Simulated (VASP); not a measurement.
Set up this calculation in VASP 6.6.1, as the native input.

* Task: single point
* Functional: r2SCAN
* Potentials or basis: VASP PAW PBE potentials, release 64 (Hf_pv, N)
* Cutoff: 520 eV
* k mesh: 18 × 18 × 18
* Occupations: gaussian, width 0.15 eV
* Spin: no spin polarisation
* Dipole correction: no
* Further INCAR settings: ALGO = Normal; EDIFF = 1e-06; NBANDS = 14

HfN:

```
Hf N
1.0
     0.00000    2.21382    2.25900
     2.21382    0.00000    2.25900
     2.21382    2.21382    0.00000
Hf N
1 1
Direct
  0.00000 0.00000 0.00000
  0.50000 0.50000 0.50000
```

This cell differs from its parent crystal: strain -0.0200 x Voigt [1, 1, 0, 0, 0, 0].

The input as run:

POSCAR

```
HfN
1.0
    0.0000000000      2.2138200000      2.2590000000
    2.2138200000      0.0000000000      2.2590000000
    2.2138200000      2.2138200000      0.0000000000
Hf N
1 1
Direct
    0.0000000000      0.0000000000      0.0000000000
    0.5000000000      0.5000000000      0.5000000000
```

INCAR.step1

```
SYSTEM = HfN
PREC = Accurate
ENCUT = 520
ISMEAR = 0
SIGMA = 0.15
LREAL = .False.
LASPH = .True.
NELM = 60
NBANDS = 14
GGA = PE
ALGO = Normal
EDIFF = 1E-4
LWAVE = .True.
LCHARG = .False.
```

INCAR.step2

```
SYSTEM = HfN
PREC = Accurate
ENCUT = 520
EDIFF = 1E-6
ISMEAR = 0
SIGMA = 0.15
LREAL = .False.
LASPH = .True.
NELM = 60
ALGO = Normal
ISIF = 2
LWAVE = .False.
LCHARG = .True.
METAGGA = R2SCAN
LMIXTAU = .True.
LELF = .True.
LVHAR = .True.
NBANDS = 14
ISTART = 1
```

KPOINTS

```
Automatic mesh
0
Gamma
  18 18 18
  0 0 0
```

Potentials or basis: VASP PAW PBE potentials, release 64 (Hf_pv, N).

Run with:

```sh
$ cat potpaw_PBE.64/Hf_pv/POTCAR potpaw_PBE.64/N/POTCAR > POTCAR
$ cp INCAR.step1 INCAR
$ mpirun -np 1 vasp_std > vasp.out
$ cp INCAR.step2 INCAR
$ mpirun -np 1 vasp_std > vasp.out
```

Results of the run:

```
Pressure               : 11.6 GPa
Band gap on the k mesh : zero (an odd number of electrons rules out a gap without spin polarisation)
```

Caveat: the cell differs from its parent crystal (strain -0.0200 x Voigt [1, 1, 0, 0, 0, 0]); the stress differs along the axes, from 4 to 15 GPa; the PAW data sets were made with another functional, which shifts forces and pressure a little; spin-orbit coupling is left out, which moves the levels of the heavy elements; an odd number of electrons without spin polarisation forces a metal; a magnetic or distorted state may lie lower.

It took 6.4 min on 1 thread of Intel(R) Xeon(R) Platinum 8259CL CPU @ 2.50GHz (Skylake/Cascade Lake), on a shared host, peak memory 0.27 GiB.
